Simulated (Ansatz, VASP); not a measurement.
## Two plane-wave programs on Sc3TeBr

```xyz
5
Lattice="5.0016 0.0000 0.0000 0.0000 5.0016 0.0000 0.0000 0.0000 5.0016" Properties=species:S:1:pos:R:3 pbc="T T T"
Sc    0.0000    2.5008    2.5008
Sc    2.5008    2.5008    0.0000
Sc    2.5008    0.0000    2.5008
Te    0.0000    0.0000    0.0000
Br    2.5008    2.5008    2.5008
```

Change from the starting cell: species swapped into the Sc3SnC type (Pm-3m, No. 221).

Alike in both runs: functional PBE; k mesh 8 × 8 × 8; occupations gaussian, width 0.1 eV; no spin polarisation.

Ansatz relaxed the structure, and its values are those at the end. VASP's run is a single point on that final structure, the one shown.

|  | VASP | Ansatz |
| --- | --- | --- |
| version | VASP 6.6.1 | Ansatz 0.2.0 |
| potentials or method | VASP PAW PBE potentials, release 64 (Sc_sv, Te, Br), cutoff 520 eV | scalar-relativistic, plane waves, PAW |
| valence electrons in the cell | 46 | 56 |

Ansatz gave:

| Quantity | Value |
| --- | --- |
| gap on the k mesh at the Fermi level (eV) | none |
| pressure (GPa) | 0.0 |

Q: Estimate VASP's values.

A: gap on the k mesh at the Fermi level (eV): none; pressure (GPa): 0.2.

A gap of «none» marks a metal or a gap that the smearing closes. The functional is the same, so the differences come from potentials, cutoffs and numerics. VASP's potentials hold 46 valence electrons a cell and Ansatz's 56, so a difference there can come from the potentials and not from the codes.

Spin-orbit coupling is off throughout.
